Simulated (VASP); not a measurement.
Write the native input for VASP 6.6.1 that does the following.

```yaml
Task: single point
Functional: PBE
Potentials_or_basis: VASP PAW PBE potentials, release 64 (Cs_sv, Cl)
Cutoff: 500 eV
k_mesh: 4 × 4 × 4
Occupations: gaussian, width 0.01 eV
Spin: no spin polarisation
Dipole_correction: no
Further_INCAR_settings: ALGO = Normal; EDIFF = 1e-06; NBANDS = 15
```

The structure of CsCl lies in POSCAR:

```
CsCl
1.0
    4.1406758997      0.0000000000      0.0000000000
    0.0000000000      4.1406758997      0.0000000000
    0.0000000000      0.0000000000      4.1406758997
Cs Cl
1 1
Direct
    0.0000000000      0.0000000000      0.0000000000
    0.5000000000      0.5000000000      0.5000000000
```

One way to write it, as run:

INCAR

```
  PREC = Accurate
  ENCUT = 500
  EDIFF = 1E-6
  ISMEAR = 0
  SIGMA = 0.01
  LREAL = False
  LASPH = True
  NELM = 120
  ALGO = Normal
  ISIF = 2
  LWAVE = False
  LCHARG = False
  GGA = PE
  NBANDS = 15
  GGA_COMPAT = False
```

KPOINTS

```
regular mesh
0
Gamma
  4 4 4
```

Potentials or basis: VASP PAW PBE potentials, release 64 (Cs_sv, Cl).

Command:

```console
$ cat potpaw_PBE.64/Cs_sv/POTCAR potpaw_PBE.64/Cl/POTCAR > POTCAR
$ mpirun -np 1 vasp_std > vasp.out
```

Results of the run:

The pressure is 0.8 GPa and the band gap on the k mesh is 5.20 eV.

Caveat: spin-orbit coupling is left out, which moves the levels of the heavy elements.

Wall time 6.5 s on 1 thread of Intel(R) Xeon(R) Platinum 8488C (Sapphire Rapids) (shared host), peak memory 0.16 GiB.
